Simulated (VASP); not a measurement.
# Sn (I4_1/amd) in VASP: further runs

Sn is run at these levels: PBE+D3(BJ), PBE+D4, PBE; tasks: single point.

Everything below comes from runs of VASP 6.6.1. Logs are shortened: lines on timing, memory, paths and dates and some standing lists are left out, and cuts for length are marked.

## 1. The cell of the first run

The structure is tetragonal, space group I4_1/amd (No. 141). Conventional cell: a = 5.859 Å, b = 5.859 Å, c = 3.171 Å, α = 90.00°, β = 90.00°, γ = 90.00°. Sn (site symmetry -4m2) has 10 Sn at 3.04 to 3.77 Å within 4.0 Å.

## 2. Single point, PBE+D3(BJ)

INCAR

```
SYSTEM = Sn
PREC = Accurate
ENCUT = 520
EDIFF = 1E-6
ISMEAR = -1
SIGMA = 0.05
LREAL = .FALSE.
LASPH = .TRUE.
NELM = 100
ALGO = Normal
ISIF = 2
LWAVE = .FALSE.
LCHARG = .TRUE.
GGA = PE
IVDW = 12
LELF = .TRUE.
LVHAR = .TRUE.
NBANDS = 21
```

KPOINTS

```
Automatic mesh
0
G
  9 9 9
  0 0 0
```

POSCAR

```
Sn
1.0
   -2.9296983096      2.9296983096      1.5853769830
    2.9296983096     -2.9296983096      1.5853769830
    2.9296983096      2.9296983096     -1.5853769830
Sn
2
Direct
    0.0000000000      0.0000000000      0.0000000000
    0.7500000000      0.2500000000      0.5000000000
```

Potentials or basis: VASP PAW PBE potentials, release 64 (Sn_d).

Launch:

```console
cat potpaw_PBE.64/Sn_d/POTCAR > POTCAR
mpirun -np 1 vasp_std > vasp.out
```

OUTCAR:

```text
SYSTEM = Sn
   PREC = Accurate
   ENCUT = 520
   EDIFF = 1E-6
   ISMEAR = -1
   LREAL = .FALSE.
   LASPH = .TRUE.
   NELM = 100
   ISIF = 2
   GGA = PE
   IVDW = 12
 IVDW          = 12

 ion  position               nearest neighbor table
   1  0.000  0.000  0.000-   2 3.04   2 3.04   2 3.04   2 3.04
   2  0.750  0.250  0.500-   1 3.04   1 3.04   1 3.04   1 3.04

  LATTYP: Found a body centered tetragonal cell.
 ALAT       =     5.8593966192
 C/A-ratio  =     0.5411400136

  Lattice vectors:

 A1 = (  -2.9296983096,   2.9296983096,   1.5853769830)
 A2 = (   2.9296983096,  -2.9296983096,   1.5853769830)
 A3 = (   2.9296983096,   2.9296983096,  -1.5853769830)

Analysis of symmetry for initial positions (statically):
=====================================================================
 Subroutine PRICEL returns:
 Original cell was already a primitive cell.

 Routine SETGRP: Setting up the symmetry group for a
 body centered tetragonal supercell.

 Subroutine GETGRP returns: Found 16 space group operations
 (whereof  8 operations were pure point group operations)
 out of a pool of 16 trial point group operations.

The static configuration has the point symmetry D_2d.
 The point group associated with its full space group is D_4h.

Analysis of symmetry for dynamics (positions and initial velocities):
=====================================================================
 Subroutine PRICEL returns:
 Original cell was already a primitive cell.

 Routine SETGRP: Setting up the symmetry group for a
 body centered tetragonal supercell.

 Subroutine GETGRP returns: Found 16 space group operations
 (whereof  8 operations were pure point group operations)
 out of a pool of 16 trial point group operations.

The dynamic configuration has the point symmetry D_2d.
 The point group associated with its full space group is D_4h.

 Subroutine INISYM returns: Found 16 space group operations
 (whereof  8 operations are pure point group operations),
 and found     1 'primitive' translations

----------------------------------------------------------------------------------------

                                     Primitive cell

  volume of cell :      54.4300

  direct lattice vectors                    reciprocal lattice vectors
    -2.929698310  2.929698310  1.585376983     0.000000000  0.170666037  0.315382401
     2.929698310 -2.929698310  1.585376983     0.170666037  0.000000000  0.315382401
     2.929698310  2.929698310 -1.585376983     0.170666037  0.170666037  0.000000000

  length of vectors
     4.436179048  4.436179048  4.436179048     0.358598599  0.358598599  0.241358224

  position of ions in fractional coordinates (direct lattice)
     0.000000000  0.000000000  0.000000000
     0.750000000  0.250000000  0.500000000

  ion indices of the primitive-cell ions
   primitive index   ion index
                 1           1
                 2           2

----------------------------------------------------------------------------------------

 KPOINTS: Automatic mesh

Automatic generation of k-mesh.
 Grid dimensions read from file:
 generate k-points for:    9    9    9

 Generating k-lattice:

  Cartesian coordinates                     Fractional coordinates (reciprocal lattice)
     0.000000000  0.018962893  0.035042489     0.111111111 -0.000000000  0.000000000
     0.018962893  0.000000000  0.035042489    -0.000000000  0.111111111  0.000000000
     0.018962893  0.018962893  0.000000000     0.000000000  0.000000000  0.111111111

  Length of vectors
     0.039844289  0.039844289  0.026817580

  Shift w.r.t. Gamma in fractional coordinates (k-lattice)
     0.000000000  0.000000000  0.000000000

 Subroutine IBZKPT returns following result:
 ===========================================

 Found     75 irreducible k-points:

 Following reciprocal coordinates:
            Coordinates               Weight
  0.000000  0.000000  0.000000      1.000000
  0.111111  0.000000  0.000000      8.000000
  0.222222 -0.000000  0.000000      8.000000
  0.333333 -0.000000  0.000000      8.000000
  0.444444 -0.000000  0.000000      8.000000
  0.111111  0.111111  0.000000      8.000000
[... 16 lines left out ...]
 -0.333333  0.333333  0.000000      4.000000
  0.444444  0.444444  0.000000      8.000000
 [... further k-points ...]
   k-points           NKPTS =     75   k-points in BZ     NKDIM =     75   number of bands    NBANDS=     21
   number of dos      NEDOS =    301   number of ions     NIONS =      2
   total plane-waves  NPLWV =  46656
   dimension x,y,z NGX =    36 NGY =   36 NGZ =   36
   dimension x,y,z NGXF=    72 NGYF=   72 NGZF=   72
   ions per type =               2
   NGX,Y,Z   is equivalent  to a cutoff of  13.49, 13.49, 13.49 a.u.
   NGXF,Y,Z  is equivalent  to a cutoff of  26.98, 26.98, 26.98 a.u.
 SYSTEM =  Sn
   PREC   = accura    normal or accurate (medium, high low for compatibility)
   ISTART =      0    job   : 0-new  1-cont  2-samecut
   ICHARG =      2    charge: 1-file 2-atom 10-const
   ISPIN  =      1    spin polarized calculation?
   LNONCOLLINEAR =      F non collinear calculations
   LSORBIT =      F    spin-orbit coupling
   LASPH  =      T    aspherical Exc in radial PAW
   ENCUT  =  520.0 eV  38.22 Ry    6.18 a.u.   8.25  8.25  8.25*2*pi/ulx,y,z
   NELM   =    100;   NELMIN=  2; NELMDL= -5     # of ELM steps
   EDIFF  = 0.1E-05   stopping-criterion for ELM
   LREAL  =      F    real-space projection
[... 7 lines left out ...]
   TEBEG  =    0.0;   TEEND  =   0.0 temperature during run
   PSTRESS=    0.0 pullay stress
   NELECT =      28.0000    total number of electrons
   NUPDOWN=      -1.0000    fix difference up-down
   EMIN   =  10.00;   EMAX   =-10.00  energy-range for DOS
   EFERMI =   0.00;   METHOD = LEGACY
   ISMEAR =    -1;   SIGMA  =   0.05  broadening in eV -4-tet -1-fermi 0-gaus
   EFERMI_NEDOS =   21; number of points for ismear=-14 and -15
   IALGO  =     38    algorithm
   IMIX   =      4    mixing-type and parameters
     AMIX     =   0.40;   BMIX     =  1.00
     AMIX_MAG =   1.60;   BMIX_MAG =  1.00
  volume/ion in A,a.u.               =      27.22       183.66
  Fermi-wavevector in a.u.,A,eV,Ry     =   1.311741  2.478831 23.411058  1.720664
  Thomas-Fermi vector in A             =   2.442181
   LORBIT       =      0    0 simple, 1 ext, 2 COOP (PROOUT), +10 PAW based schemes
   GGA     = PE    functional components
   LHFCALC =     F    Hartree Fock is set to
   AEXX    =    0.0000 exact exchange contribution
   IVDW    =    12    specifies the selected vdW correction
   LEPSILON=     F    determine dielectric tensor
   LRPA    =     F    only Hartree local field effects (RPA)
 non-spin polarized calculation
  energy-cutoff  :      520.00
  volume of cell :       54.43
 maximum number of plane-waves:      1480
 NGX is ok and might be reduce to    36
   NGX = 17   NGY = 17   NGZ = 17

 number of electron      27.9999997 magnetization

 Free energy of the ion-electron system (eV)
  ---------------------------------------------------
  ext. energy  EPLUGINS =         0.00000000
  ---------------------------------------------------
  free energy    TOTEN  =        -7.59149441 eV

  energy without entropy =       -7.58366283  energy(sigma->0) =       -7.58757862

 E-fermi :   7.9573     XC(G=0): -10.2917

 val. band max:        7.9293106176   @ k =   0.4444   0.3333   0.0000
 cond. band min:       7.9703895657   @ k =  -0.2222   0.4444   0.2222
 fundamental gap:      0.0410789481
 Fermi energy:         7.9572599345

 k-point     1 :       0.0000    0.0000    0.0000
  band No.  band energies     occupation
      1     -13.7105      2.00000
      2     -13.6363      2.00000
      3     -13.5864      2.00000
      4     -13.5824      2.00000
      5     -13.4265      2.00000
      6     -13.4265      2.00000
[... 13 lines left out ...]
     20      17.7123      0.00000
     21      18.4073      0.00000

 k-point     2 :       0.1111    0.0000    0.0000
  band No.  band energies     occupation
      1     -13.7029      2.00000
      2     -13.6112      2.00000
      3     -13.5777      2.00000
      4     -13.5535      2.00000
      5     -13.4434      2.00000
      6     -13.4396      2.00000
[... 13 lines left out ...]
     20      16.9021      0.00000
     21      16.9729      0.00000

 k-point     3 :       0.2222   -0.0000    0.0000
  band No.  band energies     occupation
      1     -13.6813      2.00000
      2     -13.5567      2.00000
      3     -13.5559      2.00000
      4     -13.5067      2.00000
      5     -13.4760      2.00000
      6     -13.4401      2.00000
[... 13 lines left out ...]
     20      15.4112      0.00000
     21      16.3705      0.00000

 k-point     4 :       0.3333   -0.0000    0.0000
  band No.  band energies     occupation
      1     -13.6568      2.00000
      2     -13.5406      2.00000
      3     -13.5312      2.00000
      4     -13.5200      2.00000
      5     -13.4964      2.00000
      6     -13.4605      2.00000
[... 13 lines left out ...]
     20      14.5812      0.00000
     21      17.3425      0.00000

 k-point     5 :       0.4444   -0.0000    0.0000
  band No.  band energies     occupation
      1     -13.6396      2.00000
      2     -13.5615      2.00000
      3     -13.5509      2.00000
      4     -13.5141      2.00000
      5     -13.4843      2.00000
      6     -13.4763      2.00000
[... 13 lines left out ...]
     20      16.7201      0.00000
     21      18.1566      0.00000

 k-point     6 :       0.1111    0.1111    0.0000
  band No.  band energies     occupation
      1     -13.6889      2.00000
      2     -13.5619      2.00000
      3     -13.5529      2.00000
      4     -13.4937      2.00000
      5     -13.4706      2.00000
      6     -13.4599      2.00000
[... 13 lines left out ...]
     20      15.4807      0.00000
     21      15.7206      0.00000

 k-point     7 :       0.2222    0.1111    0.0000
  band No.  band energies     occupation
      1     -13.6676      2.00000
      2     -13.5426      2.00000
      3     -13.5347      2.00000
      4     -13.4960      2.00000
      5     -13.4916      2.00000
      6     -13.4677      2.00000
[... 13 lines left out ...]
     20      14.8223      0.00000
     21      16.2143      0.00000
[... 291 lines left out ...]
      1     -13.6200      2.00000
      2     -13.5700      2.00000
      3     -13.5338      2.00000
      4     -13.5155      2.00000
      5     -13.4734      2.00000
      6     -13.4181      2.00000
[... 13 lines left out ...]
     20      16.1481      0.00000
     21      18.0853      0.00000

 k-point    21 :       0.4444    0.3333    0.0000
  band No.  band energies     occupation
      1     -13.6016      2.00000
      2     -13.5716      2.00000
      3     -13.5599      2.00000
      4     -13.5260      2.00000
      5     -13.4720      2.00000
      6     -13.4285      2.00000
[... 13 lines left out ...]
     20      18.1565      0.00000
     21      18.8692      0.00000

 k-point    22 :      -0.4444    0.3333   -0.0000
  band No.  band energies     occupation
      1     -13.6219      2.00000
      2     -13.6033      2.00000
      3     -13.5999      2.00000
      4     -13.5027      2.00000
      5     -13.4948      2.00000
      6     -13.4223      2.00000
[... 13 lines left out ...]
     20      18.9658      0.00000
     21      19.8945      0.00000

 k-point    23 :      -0.3333    0.3333    0.0000
  band No.  band energies     occupation
      1     -13.6428      2.00000
      2     -13.6265      2.00000
      3     -13.6190      2.00000
      4     -13.5187      2.00000
      5     -13.4755      2.00000
      6     -13.4111      2.00000
[... 13 lines left out ...]
     20      17.7615      0.00000
     21      17.8544      0.00000

 k-point    24 :       0.4444    0.4444    0.0000
  band No.  band energies     occupation
      1     -13.6157      2.00000
      2     -13.6148      2.00000
      3     -13.5509      2.00000
      4     -13.5488      2.00000
      5     -13.4576      2.00000
      6     -13.4508      2.00000
[... 13 lines left out ...]
     20      18.7002      0.00000
     21      19.2878      0.00000

 [... further k-points ...]

------------------------ aborting loop because EDIFF is reached ----------------------------------------

 Edisp (eV)   -0.77699

 E8    (eV) :    -0.3756

  FORCE on cell =-STRESS in cart. coord.  units (eV):
  Direction    XX          YY          ZZ          XY          YZ          ZX
  --------------------------------------------------------------------------------------
  -------------------------------------------------------------------------------------
  Total      -0.01696    -0.01696    -0.03915     0.00000     0.00000     0.00000
  in kB      -0.49919    -0.49919    -1.15236     0.00000     0.00000     0.00000
  external pressure =       -0.72 kB  Pullay stress =        0.00 kB

 VOLUME and BASIS-vectors are now :
 -----------------------------------------------------------------------------
  energy-cutoff  :      520.00
  volume of cell :       54.43
      direct lattice vectors                 reciprocal lattice vectors
    -2.929698310  2.929698310  1.585376983     0.000000000  0.170666037  0.315382401
     2.929698310 -2.929698310  1.585376983     0.170666037  0.000000000  0.315382401
     2.929698310  2.929698310 -1.585376983     0.170666037  0.170666037  0.000000000

 POSITION                                       TOTAL-FORCE (eV/Angst)
 -----------------------------------------------------------------------------------
      0.00000      0.00000      0.00000        -0.000000     -0.000000     -0.000000
     -0.00000      2.92970      0.79269         0.000000      0.000000      0.000000
 -----------------------------------------------------------------------------------
    total drift:                               -0.000000      0.000000     -0.000000

  FREE ENERGIE OF THE ION-ELECTRON SYSTEM (eV)
  ---------------------------------------------------
  free  energy   TOTEN  =        -8.3684871465 eV

  energy  without entropy=       -8.3606555721  energy(sigma->0) =       -8.36457136
```

It took 2.3 min on 1 thread of Intel Xeon Platinum 8259CL at 2.50GHz (Skylake/Cascade Lake), shared host; peak memory 0.24 GiB.

What came out:

- Free energy: -8.3685 eV
- Pressure: -0.1 GPa
- Band gap on the k mesh: zero (band 14 reaches 9.16 eV, above the bottom of band 15 at 5.15 eV)
- Dispersion energy per atom: -0.388 eV

Caveat: spin-orbit coupling is left out, which moves the levels of the heavy elements; pairwise dispersion overbinds metals, which lowers pressure and volume.

(Part 1 of 3 ends here.)
